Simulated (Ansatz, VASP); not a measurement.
## One calculation of Na, two programs

```
Na
1.0
     3.76700    0.00000    0.00000
    -1.88350    3.26232    0.00000
     0.00000    0.00000    6.15400
Na
2
Direct
  0.29885 0.59770 0.21344
  0.66667 0.33333 0.75000
```

Alike in both runs: task single point; functional r2SCAN; k mesh 12 × 12 × 8; occupations gaussian, width 0.15 eV; no spin polarisation.

|  | VASP | Ansatz |
| --- | --- | --- |
| version | VASP 6.6.1 | Ansatz 0.2.0 |
| potentials or method | VASP PAW PBE potentials, release 64 (Na_pv), cutoff 520 eV | scalar-relativistic, plane waves, PAW |
| valence electrons in the cell | 14 | 18 |

|  | VASP | Ansatz | Ansatz less VASP |
| --- | --- | --- | --- |
| gap on the k mesh at the Fermi level (eV) | none | none | - |
| pressure (GPa) | 0.1 | 0.1 | -0.02 |
| traceless stress, the component that is largest in VASP (GPa) | 0.20 | 0.20 | +0.002 |
| rms of the force components (eV/Å) | 0.106 | 0.105 | -0.0010 |

VASP's potentials were made for PBE, not for r2SCAN. Atom by atom the forces differ by 0.006 eV/Å (rms over components). A gap of «none» marks a metal or a gap that the smearing closes. VASP's potentials hold 14 valence electrons a cell and Ansatz's 18, so a difference there can come from the potentials and not from the codes.
